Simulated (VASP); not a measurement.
Crystal: In2As3.

```xyz
5
Lattice="4.7555 0.0000 0.0000 -2.3777 4.1184 0.0000 0.0000 0.0000 5.7418" Properties=species:S:1:pos:R:3 pbc="T T T"
In    0.0000    2.7456    0.7924
In    2.3777    1.3728    4.9494
As    0.0000    0.0000    0.0000
As    0.0000    2.7456    3.5886
As    2.3777    1.3728    2.1532
```

The cell was built from a structure type or drawn by symmetry, and may not be a known phase.

```yaml
Program: VASP 6.6.1
Task: relaxation of cell and atoms
Functional: PBE
Potentials_or_basis: VASP PAW PBE potentials, release 64 (In_d, As)
Cutoff: 600 eV
k_mesh: 6 × 6 × 4
Occupations: gaussian, width 0.1 eV
Spin: no spin polarisation
```

At the start: pressure 6.3 GPa; volume 22.49 Å³/atom.

Where does the relaxation end?

Over 40 steps the energy falls by 362.4 meV/atom and the volume is 28.38 Å³/atom (+26.2 %); space group P-3m1 (No. 164, to 0.1 Å) before and after.

The path:
```csv
step,energy change (eV),largest force (eV/Å),pressure (GPa),volume (Å³)
1,0.0000,0.8483,6.31,112.45
2,-0.2738,0.6626,-1.81,127.50
3,-0.2802,0.6708,-0.95,125.22
4,-0.3637,0.6229,-0.68,124.68
5,-0.5943,0.3411,0.91,122.99
6,-0.2376,3.3302,8.32,119.30
7,-0.6453,0.8285,2.05,122.22
8,-0.6489,1.0231,2.48,121.94
9,-0.6648,1.0589,2.57,121.96
10,-0.7116,1.1650,2.78,122.03
11,-0.7965,1.4066,3.31,122.14
12,-0.8884,2.0345,4.70,122.21
13,-1.0844,1.8220,4.03,123.51
14,-1.4722,1.3956,2.65,127.03
15,-1.4272,1.2002,2.16,132.34
16,-1.5737,1.2688,2.12,130.10
17,-1.6272,1.0696,1.44,130.94
18,-1.7039,0.5605,-0.34,133.44
19,-1.7059,0.4845,-0.63,133.88
20,-1.7213,0.3894,-0.38,133.14
21,-1.7390,0.1816,0.24,131.46
22,-1.7396,0.1383,0.38,131.10
23,-1.7431,0.1505,0.23,131.61
24,-1.7494,0.2107,-0.24,133.17
25,-1.7503,0.2401,-0.44,133.93
26,-1.7532,0.2314,-0.39,133.94
27,-1.7606,0.1993,-0.21,133.97
28,-1.7683,0.1054,0.17,134.04
29,-1.7686,0.0814,0.27,134.05
30,-1.7723,0.0803,0.18,134.78
31,-1.7816,0.0876,-0.08,136.98
32,-1.7913,0.0822,-0.64,141.44
33,-1.7946,0.0781,-0.57,141.60
34,-1.8029,0.0722,-0.35,142.07
35,-1.8081,0.1263,0.03,142.99
36,-1.8086,0.1109,-0.06,142.76
37,-1.8086,0.1138,-0.03,142.80
38,-1.8095,0.1037,-0.03,142.71
39,-1.8114,0.0731,0.00,142.44
40,-1.8122,0.0295,0.09,141.90
```

Final structure:
```
CELL_PARAMETERS angstrom
4.49434 0.00000 0.00000
-2.24717 3.89221 0.00000
0.00000 0.00000 8.11182
ATOMIC_POSITIONS crystal
In 0.33333 0.66667 0.16406
In 0.66667 0.33333 0.83594
As 0.00000 0.00000 0.00000
As 0.33333 0.66667 0.50382
As 0.66667 0.33333 0.49618
```

Caveat: the volume moved by over 15 % at a fixed basis, so the end points are rough.
